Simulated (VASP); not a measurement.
# AlIn (P6/mmm) in VASP: notebook

Aim: see how the results for AlIn move with the level of theory and the settings. Levels: HSE06, PBEsol-based screened hybrid with 25 % exact exchange. Tasks: relaxation of cell and atoms.

Program: VASP 6.6.1. These are calculated values, not measurements. Logs are shortened: lines on timing, memory, paths and dates and some standing lists are left out, and cuts for length are marked.

### 1 The cell of the first run

The structure is hexagonal, space group P6/mmm (No. 191). The conventional cell has a = 3.054 Å, b = 3.054 Å, c = 5.828 Å, α = 90.00°, β = 90.00°, γ = 120.00°. Al (site symmetry 6/mmm) has 2 In at 2.91 Å and 6 Al at 3.05 Å within 3.8 Å. Within 3.8 Å of In (site symmetry 6/mmm) lie 2 Al at 2.91 Å and 6 In at 3.05 Å.

### 2 Relaxation of cell and atoms, HSE06

POSCAR

```
AlIn
1.0
    3.0541300000      0.0000000000      0.0000000000
   -1.5270700000      2.6449600000      0.0000000000
    0.0000000000      0.0000000000      5.8280200000
Al In
1 1
Direct
    0.0000000000      0.0000000000      0.0000000000
    0.0000000000      0.0000000000      0.5000000000
```

INCAR.step1

```
SYSTEM = AlIn
PREC = Accurate ; ENCUT = 600
EDIFF = 1E-5 ; ISMEAR = -1
SIGMA = 0.05 ; LREAL = .False.
LASPH = .True. ; NELM = 60
ALGO = Normal ; LWAVE = .True.
LCHARG = .False. ; GGA = PE
NBANDS = 15
```

INCAR.step2

```
SYSTEM = AlIn
PREC = Accurate ; ENCUT = 600
EDIFF = 1E-6 ; ISMEAR = -1
SIGMA = 0.05 ; LREAL = .False.
LASPH = .True. ; NELM = 60
ALGO = Normal ; ISIF = 3
LWAVE = .False. ; LCHARG = .False.
GGA = PE ; LHFCALC = .True.
HFSCREEN = 0.2079 ; PRECFOCK = Normal
IBRION = 2 ; NSW = 60
EDIFFG = -0.01 ; ISTART = 1
```

KPOINTS

```
Automatic mesh
0
Gamma
  5 5 3
  0 0 0
```

Potentials or basis: VASP PAW PBE potentials, release 64 (Al, In_d).

On the command line:

```
cat potpaw_PBE.64/Al/POTCAR potpaw_PBE.64/In_d/POTCAR > POTCAR
cp INCAR.step1 INCAR
mpirun -np 1 vasp_std > vasp.out
cp INCAR.step2 INCAR
mpirun -np 1 vasp_std > vasp.out
```

OUTCAR:

```text
SYSTEM = AlIn
   PREC = Accurate
   ENCUT = 600
   EDIFF = 1E-6
   ISMEAR = -1
   LREAL = .False.
   LASPH = .True.
   NELM = 60
   ISIF = 3
   GGA = PE
   LHFCALC = .True.
   HFSCREEN = 0.2079
   PRECFOCK = Normal
   IBRION = 2
   NSW = 60
   EDIFFG = -0.01
   ISTART = 1

 ion  position               nearest neighbor table
   1  0.000  0.000  0.000-   2 2.91   2 2.91
   2  0.000  0.000  0.500-   1 2.91   1 2.91

  LATTYP: Found a hexagonal cell.
 ALAT       =     3.0541300000
 C/A-ratio  =     1.9082422818

  Lattice vectors:

 A1 = (   3.0541300000,   0.0000000000,   0.0000000000)
 A2 = (  -1.5270700000,   2.6449600000,   0.0000000000)
 A3 = (   0.0000000000,   0.0000000000,   5.8280200000)

Analysis of symmetry for initial positions (statically):
=====================================================================
 Subroutine PRICEL returns:
 Original cell was already a primitive cell.

 Routine SETGRP: Setting up the symmetry group for a
 hexagonal supercell.

 Subroutine GETGRP returns: Found 24 space group operations
 (whereof 24 operations were pure point group operations)
 out of a pool of 24 trial point group operations.

The static configuration has the point symmetry D_6h.

Analysis of symmetry for dynamics (positions and initial velocities):
=====================================================================
 Subroutine PRICEL returns:
 Original cell was already a primitive cell.

 Routine SETGRP: Setting up the symmetry group for a
 hexagonal supercell.

 Subroutine GETGRP returns: Found 24 space group operations
 (whereof 24 operations were pure point group operations)
 out of a pool of 24 trial point group operations.

The dynamic configuration has the point symmetry D_6h.

 Subroutine INISYM returns: Found 24 space group operations
 (whereof 24 operations are pure point group operations),
 and found     1 'primitive' translations

----------------------------------------------------------------------------------------

                                     Primitive cell

  volume of cell :      47.0790

  direct lattice vectors                    reciprocal lattice vectors
     3.054130000  0.000000000  0.000000000     0.327425486  0.189039395  0.000000000
    -1.527070000  2.644960000  0.000000000     0.000000000  0.378077551  0.000000000
     0.000000000  0.000000000  5.828020000     0.000000000  0.000000000  0.171584861

  length of vectors
     3.054130000  3.054137552  5.828020000     0.378078486  0.378077551  0.171584861

  position of ions in fractional coordinates (direct lattice)
     0.000000000  0.000000000  0.000000000
     0.000000000  0.000000000  0.500000000

  ion indices of the primitive-cell ions
   primitive index   ion index
                 1           1
                 2           2

----------------------------------------------------------------------------------------

 KPOINTS: Automatic mesh

Automatic generation of k-mesh.
 Grid dimensions read from file:
 generate k-points for:    5    5    3

 Generating k-lattice:

  Cartesian coordinates                     Fractional coordinates (reciprocal lattice)
     0.065485097  0.037807879  0.000000000     0.200000000  0.000000000  0.000000000
     0.000000000  0.075615510  0.000000000     0.000000000  0.200000000  0.000000000
     0.000000000  0.000000000  0.057194954     0.000000000  0.000000000  0.333333333

  Length of vectors
     0.075615697  0.075615510  0.057194954

  Shift w.r.t. Gamma in fractional coordinates (k-lattice)
     0.000000000  0.000000000  0.000000000

 Subroutine IBZKPT returns following result:
 ===========================================

 Found     10 irreducible k-points:

 Following reciprocal coordinates:
            Coordinates               Weight
  0.000000  0.000000  0.000000      1.000000
  0.200000  0.000000  0.000000      6.000000
  0.400000  0.000000  0.000000      6.000000
  0.200000  0.200000  0.000000      6.000000
  0.400000  0.200000  0.000000      6.000000
  0.000000  0.000000  0.333333      2.000000
  0.200000  0.000000  0.333333     12.000000
  0.400000  0.000000  0.333333     12.000000
  0.200000  0.200000  0.333333     12.000000
  0.400000  0.200000  0.333333     12.000000
   k-points           NKPTS =     10   k-points in BZ     NKDIM =     75   number of bands    NBANDS=     12
   number of dos      NEDOS =    301   number of ions     NIONS =      2
   total plane-waves  NPLWV =  27648
   dimension x,y,z NGX =    24 NGY =   24 NGZ =   48
   dimension x,y,z NGXF=    48 NGYF=   48 NGZF=   96
   ions per type =               1   1
   NGX,Y,Z   is equivalent  to a cutoff of  13.06, 13.06, 13.69 a.u.
   NGXF,Y,Z  is equivalent  to a cutoff of  26.13, 26.13, 27.38 a.u.
 SYSTEM =  AlIn
   PREC   = accura    normal or accurate (medium, high low for compatibility)
   ISTART =      1    job   : 0-new  1-cont  2-samecut
   ICHARG =      0    charge: 1-file 2-atom 10-const
   ISPIN  =      1    spin polarized calculation?
   LNONCOLLINEAR =      F non collinear calculations
   LSORBIT =      F    spin-orbit coupling
   LASPH  =      T    aspherical Exc in radial PAW
   ENCUT  =  600.0 eV  44.10 Ry    6.64 a.u.   6.10  6.10 11.64*2*pi/ulx,y,z
   NELM   =     60;   NELMIN=  2; NELMDL=  0     # of ELM steps
   EDIFF  = 0.1E-05   stopping-criterion for ELM
   LREAL  =      F    real-space projection
   EDIFFG = -.1E-01   stopping-criterion for IOM
   NSW    =     60    number of steps for IOM
   IBRION =      2    ionic relax: 0-MD 1-quasi-New 2-CG
   NFREE  =      1    steps in history (QN), initial steepest desc. (CG)
   ISIF   =      3    stress and relaxation
   ISYM   =      3    0-nonsym 1-usesym 2-fastsym
   POTIM  = 0.5000    time-step for ionic-motion
   TEBEG  =    0.0;   TEEND  =   0.0 temperature during run
   PSTRESS=    0.0 pullay stress
   NELECT =      16.0000    total number of electrons
   NUPDOWN=      -1.0000    fix difference up-down
   EMIN   =  10.00;   EMAX   =-10.00  energy-range for DOS
   EFERMI =   0.00;   METHOD = LEGACY
   ISMEAR =    -1;   SIGMA  =   0.05  broadening in eV -4-tet -1-fermi 0-gaus
   EFERMI_NEDOS =   21; number of points for ismear=-14 and -15
   IALGO  =     38    algorithm
   IMIX   =      1    mixing-type and parameters
     AMIX     =   0.40;   BMIX     =  1.00
     AMIX_MAG =   1.60;   BMIX_MAG =  1.00
  volume/ion in A,a.u.               =      23.54       158.85
  Fermi-wavevector in a.u.,A,eV,Ry     =   1.142455  2.158926 17.758357  1.305202
  Thomas-Fermi vector in A             =   2.279152
   LORBIT       =      0    0 simple, 1 ext, 2 COOP (PROOUT), +10 PAW based schemes
   GGA     = PE    functional components
   LHFCALC =     T    Hartree Fock is set to
   PRECFOCK=normal    Normal, Fast or Accurate (Low or Medium for compatibility)
   ENCUT4O =  -1.0   cutoff for four orbital integrals eV
   NKREDX  =     1    reduce k-point grid by
   NKREDY  =     1    reduce k-point grid by
   NKREDZ  =     1    reduce k-point grid by
   AEXX    =    0.2500 exact exchange contribution
   HFSCREEN=    0.2079 screening length (either q_TF or 0.3 A-1)
   HFSCREENC=   0.2079 screening length for correlation (either q_TF or 0.3 A-1)
   ENCUTFOCK=  -1.0 apply spherical cutoff to Coloumb kernel
   IVDW    =     0    specifies the selected vdW correction
   LEPSILON=     F    determine dielectric tensor
   LRPA    =     F    only Hartree local field effects (RPA)
 conjugate gradient relaxation of ions
 non-spin polarized calculation
  energy-cutoff  :      600.00
  volume of cell :       47.08
 maximum number of plane-waves:      1590
  NGX = 20; NGY = 20; NGZ = 36

--------------------------------------- Ionic step        1  -------------------------------------------

 number of electron      15.9999997 magnetization

 Free energy of the ion-electron system (eV)
  ---------------------------------------------------
  ext. energy  EPLUGINS =         0.00000000
  ---------------------------------------------------
  free energy    TOTEN  =        -6.64952744 eV

  energy without entropy =       -6.64898659  energy(sigma->0) =       -6.64925701

------------------------ aborting loop because EDIFF is reached ----------------------------------------

  FORCE on cell =-STRESS in cart. coord.  units (eV):
  Direction    XX          YY          ZZ          XY          YZ          ZX
  --------------------------------------------------------------------------------------
  -------------------------------------------------------------------------------------
  Total       -1.0910206     -1.0910255      0.2189499      0.0000021      0.0000000      0.0000000
  in kB      -37.1292253    -37.1293890      7.4512245      0.0000702      0.0000000      0.0000000
  external PRESSURE =     -22.2691299 kB  Pullay stress =       0.0000000 kB

 VOLUME and BASIS-vectors are now :
 -----------------------------------------------------------------------------
  energy-cutoff  :      600.00
  volume of cell :       47.08
      direct lattice vectors                 reciprocal lattice vectors
     3.054130000  0.000000000  0.000000000     0.327425486  0.189039395  0.000000000
    -1.527070000  2.644960000  0.000000000     0.000000000  0.378077551  0.000000000
     0.000000000  0.000000000  5.828020000     0.000000000  0.000000000  0.171584861
[... 217 lines left out ...]
 POSITION                                       TOTAL-FORCE (eV/Angst)
 -----------------------------------------------------------------------------------
     -0.00000      0.00000     -0.00000         0.000000     -0.000000      0.000000
      0.00000     -0.00000      2.91578        -0.000000      0.000000      0.000000
 -----------------------------------------------------------------------------------
    total drift:                                0.000006     -0.000006      0.000042

  FREE ENERGIE OF THE ION-ELECTRON SYSTEM (eV)
  ---------------------------------------------------
  free  energy   TOTEN  =        -6.6713956311 eV

  energy  without entropy=       -6.6710898267  energy(sigma->0) =       -6.67124273

--------------------------------------- Ionic step        8  -------------------------------------------

 number of electron      15.9999992 magnetization

 Free energy of the ion-electron system (eV)
  ---------------------------------------------------
  ext. energy  EPLUGINS =         0.00000000
  ---------------------------------------------------
  free energy    TOTEN  =        -6.67140327 eV

  energy without entropy =       -6.67110173  energy(sigma->0) =       -6.67125250

 E-fermi :   6.7229     XC(G=0):  -8.2830

 val. band max:        6.3897895696   @ k =   0.2000   0.0000   0.3333
 cond. band min:       7.0216982008   @ k =   0.4000   0.2000   0.0000
 fundamental gap:      0.6319086312
 Fermi energy:         6.7229387493

 k-point     1 :       0.0000    0.0000    0.0000
  band No.  band energies     occupation
      1     -10.1279      2.00000
      2      -9.9595      2.00000
      3      -9.9595      2.00000
      4      -9.4868      2.00000
      5      -9.4868      2.00000
      6      -4.2611      2.00000
      7       0.2535      2.00000
      8       2.1412      2.00000
      9      14.8898      0.00000
     10      16.7919      0.00000
     11      18.7081      0.00000
     12      18.7082      0.00000

 k-point     2 :       0.2000    0.0000    0.0000
  band No.  band energies     occupation
      1     -10.1079      2.00000
      2      -9.8799      2.00000
      3      -9.7369      2.00000
      4      -9.6442      2.00000
      5      -9.5181      2.00000
      6      -3.2094      2.00000
      7       1.2474      2.00000
      8       3.2478      2.00000
      9      12.2643      0.00000
     10      15.9250      0.00000
     11      15.9869      0.00000
     12      16.3123      0.00000
[... 140 lines left out ...]
 POSITION                                       TOTAL-FORCE (eV/Angst)
 -----------------------------------------------------------------------------------
      0.00000      0.00000      0.00000        -0.000000     -0.000000      0.000000
      2.99354      0.00000      2.91599         0.000000      0.000000      0.000000
 -----------------------------------------------------------------------------------
    total drift:                               -0.000000      0.000000     -0.000000

  FREE ENERGIE OF THE ION-ELECTRON SYSTEM (eV)
  ---------------------------------------------------
  free  energy   TOTEN  =        -6.6714032694 eV

  energy  without entropy=       -6.6711017330  energy(sigma->0) =       -6.67125250

 reached required accuracy - stopping structural energy minimisation
```

Run time: 37 min. Hardware: 1 thread of Intel Xeon Platinum 8488C (Sapphire Rapids), shared host; peak memory 0.28 GiB.

What came out:

```yaml
Free_energy: -6.6714 eV
Relaxed_volume: 22.63 Å³/atom
Relaxed_cell: a = 2.994 Å, b = 2.994 Å, c = 5.832 Å, α = 90.00°, β = 90.00°, γ = 120.00°
Space_group_after_relaxing_to_0.1_Å: P6/mmm (No. 191)
Energy_gained_by_relaxing: 10.9 meV/atom
Ionic_steps: 8
Pressure_after_relaxing: 0.0 GPa
Band_gap_on_the_k_mesh: zero (bands 8 and 9 overlap by 2.41 eV)
```

The path:
```tsv
step	energy change (eV)	largest force (eV/Å)	pressure (GPa)	volume (Å³)
1	0.0000	0.0000	-2.23	47.08
2	-0.0182	0.0000	0.56	44.87
3	-0.0216	0.0000	-0.24	45.48
4	-0.0216	0.0000	-0.29	45.51
5	-0.0219	0.0000	0.00	45.26
6	-0.0219	0.0000	-0.03	45.30
7	-0.0219	0.0000	-0.05	45.31
8	-0.0219	0.0000	0.01	45.26
```

Final structure:
```
Al In
1.0
     2.99354    0.00000    0.00000
    -1.49678    2.59249    0.00000
     0.00000    0.00000    5.83198
Al In
1 1
Direct
  0.00000 0.00000 0.00000
  0.00000 0.00000 0.50000
```

Caveat: the k points lie up to 0.48 Å⁻¹ apart in the final cell, too coarse for converged energies and pressures of a metal; the PAW data sets were made with another functional, which shifts forces and pressure a little; spin-orbit coupling is left out, which moves the levels of the heavy elements.

### 3 Relaxation of cell and atoms, PBEsol-based screened hybrid with 25 % exact exchange

POSCAR is that of step 2.

INCAR.step1

```
SYSTEM = AlIn
  PREC = Accurate
  ENCUT = 600
  EDIFF = 1E-5
  ISMEAR = -1
  SIGMA = 0.05
  LREAL = .False.
  LASPH = .True.
  NELM = 100
  ALGO = Normal
  LWAVE = .True.
  LCHARG = .False.
  GGA = PE
  NBANDS = 15
```

INCAR.step2

```
SYSTEM = AlIn
  PREC = Accurate
  ENCUT = 600
  EDIFF = 1E-6
  ISMEAR = -1
  SIGMA = 0.05
  LREAL = .False.
  LASPH = .True.
  NELM = 100
  ALGO = Normal
  ISIF = 3
  LWAVE = .False.
  LCHARG = .False.
  GGA = PS
  LHFCALC = .True.
  AEXX = 0.25
  HFSCREEN = 0.207
  PRECFOCK = Normal
  IBRION = 2
  NSW = 60
  EDIFFG = -0.01
  ISTART = 1
```

KPOINTS

```
regular mesh
0
Gamma
  5 5 3
  0 0 0
```

Potentials or basis: VASP PAW PBE potentials, release 64 (Al, In_d).

On the command line:

```
cat potpaw_PBE.64/Al/POTCAR potpaw_PBE.64/In_d/POTCAR > POTCAR
cp INCAR.step1 INCAR
mpirun -np 1 vasp_std > vasp.out
cp INCAR.step2 INCAR
mpirun -np 1 vasp_std > vasp.out
```

Wall time 45 min (1 thread of Intel Xeon Platinum 8488C (Sapphire Rapids), shared host); peak memory 0.29 GiB.

The run converged. Its results:

| Quantity | Value |
| --- | --- |
| Free energy | -7.2119 eV |
| Relaxed volume | 22.02 Å³/atom |
| Relaxed cell | a = 2.966 Å, b = 2.966 Å, c = 5.780 Å, α = 90.00°, β = 90.00°, γ = 120.00° |
| Space group after relaxing (to 0.1 Å) | P6/mmm (No. 191) |
| Energy gained by relaxing | 23.5 meV/atom |
| Ionic steps | 8 |
| Pressure after relaxing | 0.0 GPa |
| Band gap on the k mesh | zero (bands 8 and 9 overlap by 2.46 eV) |

The path:
```csv
step,energy change (eV),largest force (eV/Å),pressure (GPa),volume (Å³)
1,0.0000,0.0000,-3.77,47.08
2,-0.0409,0.0000,1.07,43.39
3,-0.0463,0.0000,-0.26,44.27
4,-0.0463,0.0000,-0.35,44.32
5,-0.0468,0.0000,0.01,44.04
6,-0.0469,0.0000,-0.08,44.12
7,-0.0469,0.0000,-0.10,44.13
8,-0.0469,0.0000,0.01,44.04
```

Final structure:
```cif
data_structure
_symmetry_space_group_name_H-M 'P 1'
_symmetry_Int_Tables_number 1
_cell_length_a 2.9663
_cell_length_b 2.9663
_cell_length_c 5.7799
_cell_angle_alpha 90.000
_cell_angle_beta 90.000
_cell_angle_gamma 120.000
_cell_volume 44.04
loop_
_atom_site_label
_atom_site_type_symbol
_atom_site_fract_x
_atom_site_fract_y
_atom_site_fract_z
_atom_site_occupancy
Al1 Al 0.00000 0.00000 0.00000 1
In1 In 0.00000 0.00000 0.50000 1
```

Levels at points of the mesh, in eV from the Fermi level:
```tsv
k point	band 6	band 7	band 8	band 9	band 10	band 11
(0.00, 0.00, 0.00)	-11.18	-6.52	-4.71	8.32	10.24	12.27
```

Caveat: the k points lie up to 0.49 Å⁻¹ apart in the final cell, too coarse for converged energies and pressures of a metal; the PAW data sets were made with another functional, which shifts forces and pressure a little; spin-orbit coupling is left out, which moves the levels of the heavy elements.

The gap in the log of VASP goes by the Fermi energy; the results here count the filled bands.